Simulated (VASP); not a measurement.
InP, 2 atoms in the cell. It takes space group Fm-3m (No. 225, cubic). The conventional cell has a = 5.459 Å, b = 5.459 Å, c = 5.459 Å, α = 90.00°, β = 90.00°, γ = 90.00°. Within 3.6 Å of In (site symmetry m-3m) lie 6 P at 2.73 Å. Within 3.6 Å of P (site symmetry m-3m) lie 6 In at 2.73 Å. 

* Program: VASP 6.6.1
* Task: single point
* Functional: PBEsol
* Potentials or basis: VASP PAW PBE potentials, release 64 (In_d, P)
* Cutoff: 520 eV
* k mesh: 10 × 10 × 10
* Occupations: gaussian, width 0.05 eV
* Spin: no spin polarisation
* Dipole correction: no
* Further INCAR settings: ALGO = Normal; EDIFF = 1e-06; NBANDS = 16

Potentials or basis: VASP PAW PBE potentials, release 64 (In_d, P).

Run with:

```sh
$ cat potpaw_PBE.64/In_d/POTCAR potpaw_PBE.64/P/POTCAR > POTCAR
$ mpirun -np 1 vasp_std > vasp.out
```

Hardware: 1 thread of Intel Xeon 8259CL, with other jobs on the host.

How long does it take, and how much memory?

Wall time 56 s on 1 thread of Intel Xeon 8259CL, on a shared host, peak memory 0.18 GiB. Counts: scf iterations 12, k points 47.
